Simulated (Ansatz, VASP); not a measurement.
MgO in VASP and in Ansatz

```
Mg O
1.0
     3.01608    0.00000    0.00000
    -1.50804    2.61200    0.00000
     0.00000    0.00000    5.25784
Mg O
2 2
Direct
  0.00000 0.00000 0.00000
  0.00000 0.00000 0.50000
  0.33333 0.66667 0.25000
  0.66667 0.33333 0.75000
```

Alike in both runs: task single point; functional PBE; k mesh 9 × 9 × 4; no spin polarisation.

```csv
,VASP,Ansatz
version,VASP 6.6.1,Ansatz 0.2.0
potentials or method,"VASP PAW PBE potentials, release 64 (Mg, O)","plane waves, PAW"
plane-wave cutoff (eV),520,420
occupations,"gaussian, width 0.01 eV",fixed
valence electrons in the cell,16,32
```

|  | VASP | Ansatz | Ansatz less VASP |
| --- | --- | --- | --- |
| gap on the k mesh at the Fermi level (eV) | 3.60 | 3.62 | +0.018 |
| pressure (GPa) | -8.1 | -7.4 | +0.66 |
| traceless stress, the component that is largest in VASP (GPa) | -0.54 | -0.50 | +0.031 |

VASP's potentials hold 16 valence electrons a cell and Ansatz's 32, so a difference there can come from the potentials and not from the codes.
